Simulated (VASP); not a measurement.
Wanted: the native input for a VASP 6.6.1 run.

| Property | Result |
| --- | --- |
| Task | single point |
| Functional | PBE |
| Potentials or basis | VASP PAW PBE potentials, release 64 (B, N) |
| Cutoff | 600 eV |
| k mesh | 3 × 3 × 3 |
| Occupations | gaussian, width 0.01 eV |
| Spin | no spin polarisation |
| Dipole correction | no |
| Further INCAR settings | ALGO = Normal; EDIFF = 1e-06; NBANDS = 11 |

The structure of BN lies in POSCAR:

```
BN
1.0
    0.0000000000      1.8549819070      1.8549819070
    1.8549819070      0.0000000000      1.8549819070
    1.8549819070      1.8549819070      0.0000000000
B N
1 1
Direct
    0.0000000000      0.0000000000      0.0000000000
    0.2500000000      0.2500000000      0.2500000000
```

These files were run (other wordings do the same):

INCAR

```
SYSTEM = BN
PREC = Accurate ; ENCUT = 600
EDIFF = 1E-6 ; ISMEAR = 0
SIGMA = 0.01 ; LREAL = .False.
LASPH = .True. ; NELM = 120
ALGO = Normal ; ISIF = 2
LWAVE = .False. ; LCHARG = .True.
GGA = PE ; LELF = .True.
LVHAR = .True. ; NBANDS = 11
GGA_COMPAT = .False.
```

KPOINTS

```
Automatic mesh
0
Gamma
  3 3 3
  0 0 0
```

Potentials or basis: VASP PAW PBE potentials, release 64 (B, N).

Command:

```sh
$ cat potpaw_PBE.64/B/POTCAR potpaw_PBE.64/N/POTCAR > POTCAR
$ mpirun -np 1 vasp_std > vasp.out
```

Results of the run:

The pressure is -20.2 GPa and the band gap on the k mesh is 5.41 eV, indirect (least direct gap 8.35 eV).

Caveat: the k points lie up to 0.98 Å⁻¹ apart.

It took 3.9 s on 1 thread of AMD EPYC 7R13, on a shared host, peak memory 0.1 GiB.
